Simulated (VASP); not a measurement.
# ZnSn4N (F-43m) in VASP: notebook

ZnSn4N is run at these levels: PBE; tasks: single point.

Everything below comes from runs of VASP 6.6.1. Logs are shortened: lines on timing, memory, paths and dates and some standing lists are left out, and cuts for length are marked.

**1. The cell of the first run**

It takes space group F-43m (No. 216, cubic). The conventional cell has a = 8.130 Å, b = 8.130 Å, c = 8.130 Å, α = 90.00°, β = 90.00°, γ = 90.00°. Zn (site symmetry -43m) has 12 Sn at 3.37 Å and 4 N at 3.52 Å within 4.4 Å. Sn (site symmetry 3m) has 6 Sn at 2.87 Å and 3 N at 3.37 Å and 3 Zn at 3.37 Å within 3.8 Å. N (site symmetry -43m) has 12 Sn at 3.37 Å and 4 Zn at 3.52 Å within 4.4 Å.

The cell was built from a structure type or drawn by symmetry, and may not be a known phase.

**2. Single point, PBE**

Input file INCAR:

```
SYSTEM = ZnSn4N
PREC     = Accurate       ! precision mode
ENCUT    = 520            ! plane-wave cutoff, eV
EDIFF    = 1E-6           ! SCF threshold, eV
ISMEAR   = 0              ! smearing method
SIGMA    = 0.1            ! smearing width, eV
LREAL    = .False.        ! projectors in reciprocal space
LASPH    = .True.         ! aspherical terms in the spheres
NELM     = 80             ! most SCF steps
ALGO     = Normal         ! electronic algorithm
ISIF     = 2              ! what is computed and relaxed
LWAVE    = .False.        ! write WAVECAR
LCHARG   = .True.         ! write CHGCAR
GGA      = PE             ! functional
LELF     = .True.         ! ELF
LVHAR    = .True.       
NBANDS   = 46             ! bands
```

Input file KPOINTS:

```
regular mesh
0
Gamma
  4 4 4
  0 0 0
```

Input file POSCAR:

```
ZnSn4N
1.0
    0.0000000000      4.0649111200      4.0649111200
    4.0649111200      0.0000000000      4.0649111200
    4.0649111200      4.0649111200      0.0000000000
Zn Sn N
1 4 1
Direct
    0.7500000000      0.7500000000      0.7500000000
    0.8750850300      0.3749716600      0.3749716600
    0.3749716600      0.3749716600      0.3749716600
    0.3749716600      0.8750850300      0.3749716600
    0.3749716600      0.3749716600      0.8750850300
    0.0000000000      0.0000000000      0.0000000000
```

Potentials or basis: VASP PAW PBE potentials, release 64 (Zn, Sn_d, N).

Started as:

```console
$ cat potpaw_PBE.64/Zn/POTCAR potpaw_PBE.64/Sn_d/POTCAR potpaw_PBE.64/N/POTCAR > POTCAR
$ mpirun -np 1 vasp_std > vasp.out
```

OUTCAR:

```text
SYSTEM = ZnSn4N
   PREC = Accurate
   ENCUT = 520
   EDIFF = 1E-6
   ISMEAR = 0
   LREAL = .False.
   LASPH = .True.
   NELM = 80
   ISIF = 2
   GGA = PE

 ion  position               nearest neighbor table
   1  0.750  0.750  0.750-   2 3.37   4 3.37   5 3.37   3 3.37   3 3.37   3 3.37   2 3.37   5 3.37
                             4 3.37   2 3.37   4 3.37   5 3.37
   2  0.875  0.375  0.375-   3 2.87   4 2.87   5 2.87   4 2.87   5 2.87   3 2.87   1 3.37   1 3.37
                             1 3.37
   3  0.375  0.375  0.375-   2 2.87   4 2.87   5 2.87   2 2.87   4 2.87   5 2.87   1 3.37   1 3.37
                             1 3.37
   4  0.375  0.875  0.375-   2 2.87   3 2.87   5 2.87   2 2.87   5 2.87   3 2.87   1 3.37   1 3.37
                             1 3.37
   5  0.375  0.375  0.875-   2 2.87   3 2.87   4 2.87   4 2.87   2 2.87   3 2.87   1 3.37   1 3.37
                             1 3.37
   6  0.000  0.000  0.000-

  LATTYP: Found a face centered cubic cell.
 ALAT       =     8.1298222400

  Lattice vectors:

 A1 = (   0.0000000000,   4.0649111200,   4.0649111200)
 A2 = (   4.0649111200,   0.0000000000,   4.0649111200)
 A3 = (   4.0649111200,   4.0649111200,   0.0000000000)

Analysis of symmetry for initial positions (statically):
=====================================================================
 Subroutine PRICEL returns:
 Original cell was already a primitive cell.

 Routine SETGRP: Setting up the symmetry group for a
 face centered cubic supercell.

 Subroutine GETGRP returns: Found 24 space group operations
 (whereof 24 operations were pure point group operations)
 out of a pool of 48 trial point group operations.

The static configuration has the point symmetry T_d .

Analysis of symmetry for dynamics (positions and initial velocities):
=====================================================================
 Subroutine PRICEL returns:
 Original cell was already a primitive cell.

 Routine SETGRP: Setting up the symmetry group for a
 face centered cubic supercell.

 Subroutine GETGRP returns: Found 24 space group operations
 (whereof 24 operations were pure point group operations)
 out of a pool of 48 trial point group operations.

The dynamic configuration has the point symmetry T_d .

 Subroutine INISYM returns: Found 24 space group operations
 (whereof 24 operations are pure point group operations),
 and found     1 'primitive' translations

----------------------------------------------------------------------------------------

                                     Primitive cell

  volume of cell :     134.3331

  direct lattice vectors                    reciprocal lattice vectors
     0.000000000  4.064911120  4.064911120    -0.123003919  0.123003919  0.123003919
     4.064911120  0.000000000  4.064911120     0.123003919 -0.123003919  0.123003919
     4.064911120  4.064911120  0.000000000     0.123003919  0.123003919 -0.123003919

  length of vectors
     5.748652436  5.748652436  5.748652436     0.213049038  0.213049038  0.213049038

  position of ions in fractional coordinates (direct lattice)
     0.750000000  0.750000000  0.750000000
     0.875085030  0.374971660  0.374971660
     0.374971660  0.374971660  0.374971660
     0.374971660  0.875085030  0.374971660
     0.374971660  0.374971660  0.875085030
     0.000000000  0.000000000  0.000000000

  ion indices of the primitive-cell ions
   primitive index   ion index
                 1           1
                 2           2
                 3           3
                 4           4
                 5           5
                 6           6

----------------------------------------------------------------------------------------

 KPOINTS: regular mesh

Automatic generation of k-mesh.
 Grid dimensions read from file:
 generate k-points for:    4    4    4

 Generating k-lattice:

  Cartesian coordinates                     Fractional coordinates (reciprocal lattice)
    -0.030750980  0.030750980  0.030750980     0.250000000  0.000000000  0.000000000
     0.030750980 -0.030750980  0.030750980     0.000000000  0.250000000  0.000000000
     0.030750980  0.030750980 -0.030750980     0.000000000  0.000000000  0.250000000

  Length of vectors
     0.053262260  0.053262260  0.053262260

  Shift w.r.t. Gamma in fractional coordinates (k-lattice)
     0.000000000  0.000000000  0.000000000

 Subroutine IBZKPT returns following result:
 ===========================================

 Found      8 irreducible k-points:

 Following reciprocal coordinates:
            Coordinates               Weight
  0.000000  0.000000  0.000000      1.000000
  0.250000  0.000000  0.000000      8.000000
  0.500000  0.000000  0.000000      4.000000
  0.250000  0.250000  0.000000      6.000000
  0.500000  0.250000  0.000000     24.000000
 -0.250000  0.250000  0.000000     12.000000
  0.500000  0.500000  0.000000      3.000000
 -0.250000  0.500000  0.250000      6.000000
   k-points           NKPTS =      8   k-points in BZ     NKDIM =      8   number of bands    NBANDS=     46
   number of dos      NEDOS =    301   number of ions     NIONS =      6
   total plane-waves  NPLWV = 110592
   dimension x,y,z NGX =    48 NGY =   48 NGZ =   48
   dimension x,y,z NGXF=    96 NGYF=   96 NGZF=   96
   ions per type =               1   4   1
   NGX,Y,Z   is equivalent  to a cutoff of  13.88, 13.88, 13.88 a.u.
   NGXF,Y,Z  is equivalent  to a cutoff of  27.76, 27.76, 27.76 a.u.
 SYSTEM =  ZnSn4N
   PREC   = accura    normal or accurate (medium, high low for compatibility)
   ISTART =      0    job   : 0-new  1-cont  2-samecut
   ICHARG =      2    charge: 1-file 2-atom 10-const
   ISPIN  =      1    spin polarized calculation?
   LNONCOLLINEAR =      F non collinear calculations
   LSORBIT =      F    spin-orbit coupling
   LASPH  =      T    aspherical Exc in radial PAW
   ENCUT  =  520.0 eV  38.22 Ry    6.18 a.u.  10.69 10.69 10.69*2*pi/ulx,y,z
   NELM   =     80;   NELMIN=  2; NELMDL= -5     # of ELM steps
   EDIFF  = 0.1E-05   stopping-criterion for ELM
   LREAL  =      F    real-space projection
   EDIFFG = 0.1E-04   stopping-criterion for IOM
   NSW    =      0    number of steps for IOM
   IBRION =     -1    ionic relax: 0-MD 1-quasi-New 2-CG
   NFREE  =      0    steps in history (QN), initial steepest desc. (CG)
   ISIF   =      2    stress and relaxation
   ISYM   =      2    0-nonsym 1-usesym 2-fastsym
   POTIM  = 0.5000    time-step for ionic-motion
   TEBEG  =    0.0;   TEEND  =   0.0 temperature during run
   PSTRESS=    0.0 pullay stress
   NELECT =      73.0000    total number of electrons
   NUPDOWN=      -1.0000    fix difference up-down
   EMIN   =  10.00;   EMAX   =-10.00  energy-range for DOS
   EFERMI =   0.00;   METHOD = LEGACY
   ISMEAR =     0;   SIGMA  =   0.10  broadening in eV -4-tet -1-fermi 0-gaus
   EFERMI_NEDOS =   21; number of points for ismear=-14 and -15
   IALGO  =     38    algorithm
   IMIX   =      4    mixing-type and parameters
     AMIX     =   0.40;   BMIX     =  1.00
     AMIX_MAG =   1.60;   BMIX_MAG =  1.00
  volume/ion in A,a.u.               =      22.39       151.09
  Fermi-wavevector in a.u.,A,eV,Ry     =   1.335943  2.524567 24.282927  1.784745
  Thomas-Fermi vector in A             =   2.464608
   LORBIT       =      0    0 simple, 1 ext, 2 COOP (PROOUT), +10 PAW based schemes
   GGA     = PE    functional components
   LHFCALC =     F    Hartree Fock is set to
   AEXX    =    0.0000 exact exchange contribution
   IVDW    =     0    specifies the selected vdW correction
   LEPSILON=     F    determine dielectric tensor
   LRPA    =     F    only Hartree local field effects (RPA)
 non-spin polarized calculation
 Gauss-broadening in eV      SIGMA  =   0.10
  energy-cutoff  :      520.00
  volume of cell :      134.33
 maximum number of plane-waves:      3695
 NGX is ok and might be reduce to    48
   NGX = 21   NGY = 21   NGZ = 21

 number of electron      73.0000014 magnetization

 Free energy of the ion-electron system (eV)
  ---------------------------------------------------
  ext. energy  EPLUGINS =         0.00000000
  ---------------------------------------------------
  free energy    TOTEN  =       -17.31704630 eV

  energy without entropy =      -17.28068113  energy(sigma->0) =      -17.29886372

 E-fermi :   6.7155     XC(G=0): -10.4057

 val. band max:        6.6982465449   @ k =   0.5000   0.2500   0.0000
 cond. band min:       6.8216448416   @ k =   0.5000   0.2500   0.0000
 fundamental gap:      0.1233982968
 Fermi energy:         6.7154927919

 k-point     1 :       0.0000    0.0000    0.0000
  band No.  band energies     occupation
      1     -15.5189      2.00000
      2     -15.3090      2.00000
      3     -15.3090      2.00000
      4     -15.3090      2.00000
      5     -15.2888      2.00000
      6     -15.2888      2.00000
[... 38 lines left out ...]
     45      14.1882      0.00000
     46      14.1882      0.00000

 k-point     2 :       0.2500    0.0000    0.0000
  band No.  band energies     occupation
      1     -15.4573      2.00000
      2     -15.2915      2.00000
      3     -15.2915      2.00000
      4     -15.2816      2.00000
      5     -15.2105      2.00000
      6     -15.2105      2.00000
[... 38 lines left out ...]
     45      12.3200      0.00000
     46      13.2620      0.00000

 k-point     3 :       0.5000    0.0000    0.0000
  band No.  band energies     occupation
      1     -15.4033      2.00000
      2     -15.2841      2.00000
      3     -15.2841      2.00000
      4     -15.1853      2.00000
      5     -15.0239      2.00000
      6     -15.0108      2.00000
[... 234 lines left out ...]
     45      11.2990      0.00000
     46      12.2129      0.00000

 k-point     8 :      -0.2500    0.5000    0.2500
  band No.  band energies     occupation
      1     -15.2406      2.00000
      2     -15.2396      2.00000
      3     -15.2383      2.00000
      4     -15.2378      2.00000
      5     -15.0586      2.00000
      6     -15.0577      2.00000
[... 38 lines left out ...]
     45      12.1655      0.00000
     46      12.6780      0.00000

------------------------ aborting loop because EDIFF is reached ----------------------------------------

  FORCE on cell =-STRESS in cart. coord.  units (eV):
  Direction    XX          YY          ZZ          XY          YZ          ZX
  --------------------------------------------------------------------------------------
  -------------------------------------------------------------------------------------
  Total        7.2703499      7.2703499      7.2703499      0.0000000      0.0000000      0.0000000
  in kB       86.7127059     86.7127059     86.7127059      0.0000000      0.0000000      0.0000000
  external PRESSURE =      86.7127059 kB  Pullay stress =       0.0000000 kB

 VOLUME and BASIS-vectors are now :
 -----------------------------------------------------------------------------
  energy-cutoff  :      520.00
  volume of cell :      134.33
      direct lattice vectors                 reciprocal lattice vectors
     0.000000000  4.064911120  4.064911120    -0.123003919  0.123003919  0.123003919
     4.064911120  0.000000000  4.064911120     0.123003919 -0.123003919  0.123003919
     4.064911120  4.064911120  0.000000000     0.123003919  0.123003919 -0.123003919

 POSITION                                       TOTAL-FORCE (eV/Angst)
 -----------------------------------------------------------------------------------
      6.09737      6.09737      6.09737         0.000000      0.000000      0.000000
      3.04845      5.08137      5.08137        -0.040980      0.040980      0.040980
      3.04845      3.04845      3.04845        -0.040980     -0.040980     -0.040980
      5.08137      3.04845      5.08137         0.040980     -0.040980      0.040980
      5.08137      5.08137      3.04845         0.040980      0.040980     -0.040980
      0.00000      0.00000      0.00000         0.000000      0.000000      0.000000
 -----------------------------------------------------------------------------------
    total drift:                               -0.000040     -0.000040     -0.000040

  FREE ENERGIE OF THE ION-ELECTRON SYSTEM (eV)
  ---------------------------------------------------
  free  energy   TOTEN  =       -17.3170463038 eV

  energy  without entropy=      -17.2806811306  energy(sigma->0) =      -17.29886372
```

Run time: 5.6 min. Hardware: 1 thread of AMD EPYC, shared host; peak memory 0.3 GiB.

What came out:

* Free energy: -17.3170 eV
* Pressure: 8.7 GPa
* Largest force: 0.071 eV/Å
* Band gap on the k mesh: zero (an odd number of electrons rules out a gap without spin polarisation)

Forces on the atoms (eV/Å):
```
Zn   0.000  0.000  0.000
Sn  -0.041  0.041  0.041
Sn  -0.041 -0.041 -0.041
Sn   0.041 -0.041  0.041
Sn   0.041  0.041 -0.041
N    0.000  0.000  0.000
```

Caveat: the cell stands under pressure; spin-orbit coupling is left out, which moves the levels of the heavy elements.

**3. Single point, PBE**

This run uses another cell than the first one, of 25.83 Å³/atom.

Input file INCAR:

```
SYSTEM = ZnSn4N
PREC = Accurate ; ENCUT = 520
EDIFF = 1E-6 ; ISMEAR = 0
SIGMA = 0.1 ; LREAL = .False.
LASPH = .True. ; NELM = 60
ALGO = Normal ; ISIF = 2
LWAVE = .False. ; LCHARG = .False.
GGA = PE ; NBANDS = 46
```

Input file KPOINTS:

```
Automatic mesh
0
Gamma
  4 4 4
  0 0 0
```

Input file POSCAR:

```
ZnSn4N
1.0
    0.0000000000      4.2630816841      4.2630816841
    4.2630816841      0.0000000000      4.2630816841
    4.2630816841      4.2630816841      0.0000000000
Zn Sn N
1 4 1
Direct
    0.7500000000      0.7500000000      0.7500000000
    0.8759097566      0.3746967478      0.3746967478
    0.3746967478      0.3746967478      0.3746967478
    0.3746967478      0.8759097566      0.3746967478
    0.3746967478      0.3746967478      0.8759097566
    0.0000000000      0.0000000000      0.0000000000
```

Potentials or basis: VASP PAW PBE potentials, release 64 (Zn, Sn_d, N).

Started as:

```console
$ cat potpaw_PBE.64/Zn/POTCAR potpaw_PBE.64/Sn_d/POTCAR potpaw_PBE.64/N/POTCAR > POTCAR
$ mpirun -np 1 vasp_std > vasp.out
```

Run time: 4.4 min. Hardware: 1 thread of AMD EPYC, shared host; peak memory 0.31 GiB.

It converged, with:

* Free energy: -17.8206 eV
* Pressure: 0.2 GPa
* Largest force: 0.047 eV/Å
* Band gap on the k mesh: zero (an odd number of electrons rules out a gap without spin polarisation)

Forces in eV/Å, atoms in the order of the input:
```
Zn   0.000  0.000  0.000
Sn   0.027 -0.027 -0.027
Sn   0.027  0.027  0.027
Sn  -0.027  0.027 -0.027
Sn  -0.027 -0.027  0.027
N    0.000  0.000  0.000
```

Levels at points of the mesh, in eV from the Fermi level:
```
           k point  band 33  band 34  band 35  band 36  band 37  band 38  band 39  band 40  band 41  band 42
(0.00, 0.00, 0.00)    -2.85    -2.85    -1.76    -0.62    -0.62    -0.43    -0.43    -0.43     3.72     3.72
(0.50, 0.00, 0.00)    -2.52    -1.25    -0.34    -0.15    -0.15     1.10     1.10     1.55     2.18     2.18
(0.50, 0.50, 0.00)    -0.56    -0.56    -0.14     0.02     1.11     1.11     1.59     1.71     1.85     1.93
```

Caveat: spin-orbit coupling is left out, which moves the levels of the heavy elements.

**4. Single point, PBE**

This run uses another cell than the first one, of 26.06 Å³/atom.

Input file INCAR:

```
ALGO = Normal
EDIFF = 1E-6
ENCUT = 520
GGA = PE
ISIF = 2
ISMEAR = 0
LASPH = True
LCHARG = False
LREAL = False
LWAVE = False
NBANDS = 46
NELM = 60
PREC = Accurate
SIGMA = 0.1
```

Input file KPOINTS:

```
k-points
0
Gamma
  8 8 8
```

Input file POSCAR:

```
ZnSn4N
1.0
    0.0000000000      4.2758543530      4.2758543530
    4.2758543530      0.0000000000      4.2758543530
    4.2758543530      4.2758543530      0.0000000000
Zn Sn N
1 4 1
Direct
    0.2500000000      0.2500000000      0.2500000000
    0.6251854409      0.6251854409      0.1244436773
    0.6251854409      0.1244436773      0.6251854409
    0.1244436773      0.6251854409      0.6251854409
    0.6251854409      0.6251854409      0.6251854409
    0.0000000000      0.0000000000      0.0000000000
```

Started as:

```console
$ cat potpaw_PBE.64/Zn/POTCAR potpaw_PBE.64/Sn_d/POTCAR potpaw_PBE.64/N/POTCAR > POTCAR
$ mpirun -np 1 vasp_std > vasp.out
```

It took 15 min on 1 thread of AMD EPYC, shared host; peak memory 0.39 GiB.

Results (log left out):

```
Free energy            : -17.8164 eV
Pressure               : -0.1 GPa
Band gap on the k mesh : zero (an odd number of electrons rules out a gap without spin polarisation)
```

Levels at points of the mesh, in eV from the Fermi level:
| k point | band 33 | band 34 | band 35 | band 36 | band 37 | band 38 | band 39 | band 40 | band 41 | band 42 |
| --- | --- | --- | --- | --- | --- | --- | --- | --- | --- | --- |
| (0.00, 0.00, 0.00) | -2.82 | -2.82 | -1.78 | -0.62 | -0.62 | -0.43 | -0.43 | -0.43 | 3.69 | 3.69 |
| (0.50, 0.00, 0.00) | -2.50 | -1.27 | -0.35 | -0.16 | -0.16 | 1.09 | 1.09 | 1.54 | 2.15 | 2.15 |
| (0.50, 0.50, 0.00) | -0.57 | -0.57 | -0.15 | 0.01 | 1.10 | 1.10 | 1.58 | 1.69 | 1.83 | 1.90 |

Caveat: spin-orbit coupling is left out, which moves the levels of the heavy elements.

**5. Overview**

```tsv
cell	k mesh	gap on the mesh (eV)	pressure (GPa)	largest force (eV/Å)
a = 5.749 Å, angles 60.0°, 6 atoms	4 × 4 × 4	none	8.7	0.07
a = 6.029 Å, angles 60.0°, 6 atoms	4 × 4 × 4	none	0.2	0.05
a = 6.047 Å, angles 60.0°, 6 atoms	8 × 8 × 8	none	-0.1	-
```

Alike in all rows: task single point; level PBE; potentials or basis VASP PAW PBE potentials, release 64 (Zn, Sn_d, N); no spin polarisation; cutoff (eV) 520; smearing gaussian 0.1 eV.

Caveats: spin-orbit coupling is left out, which moves the levels of the heavy elements; the cell stands under pressure (at least some runs).

Total energies depend on the potentials used, so only differences within one code and one set of settings carry meaning.
